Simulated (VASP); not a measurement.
RbAg4, 5 atoms in the cell. The structure is hexagonal, space group P-62m (No. 189). Conventional cell: a = 5.279 Å, b = 5.279 Å, c = 5.690 Å, α = 90.00°, β = 90.00°, γ = 120.00°. Rb (site symmetry -62m) has 14 Ag at 2.85 to 3.95 Å within 4.0 Å. Ag (site symmetry m2m) has 6 Ag at 2.53 to 2.74 Å within 3.3 Å. Ag (site symmetry -62m) has 6 Ag at 2.53 to 2.74 Å and 2 Rb at 2.85 Å within 3.3 Å. The cell was generated, and may not be a known phase.

- Program: VASP 6.6.1
- Task: relaxation of cell and atoms
- Functional: PBE
- Potentials or basis: VASP PAW PBE potentials, release 64 (Rb_sv, Ag_sv_GW)
- Cutoff: 630 eV
- k mesh: 4 × 4 × 3
- Occupations: gaussian, width 0.2 eV
- Spin: no spin polarisation
- Dipole correction: no
- Further INCAR settings: ALGO = Normal; EDIFF = 1e-07; IBRION = 2; EDIFFG = -0.08; NSW = 36; ISIF = 3

Potentials or basis: VASP PAW PBE potentials, release 64 (Rb_sv, Ag_sv_GW).

Launch:

```bash
$ cat potpaw_PBE.64/Rb_sv/POTCAR potpaw_PBE.64/Ag_sv_GW/POTCAR > POTCAR
$ mpirun -np 1 vasp_std > vasp.out
```

Hardware: 1 thread of AMD EPYC 7R13 Processor (Zen 3), on a shared host.

Q: How long does it take, and how much memory?

A: It took 17 min on 1 thread of AMD EPYC 7R13 Processor (Zen 3), on a shared host, peak memory 0.35 GiB. Counts: scf iterations 136, k points 8, ion steps 11.
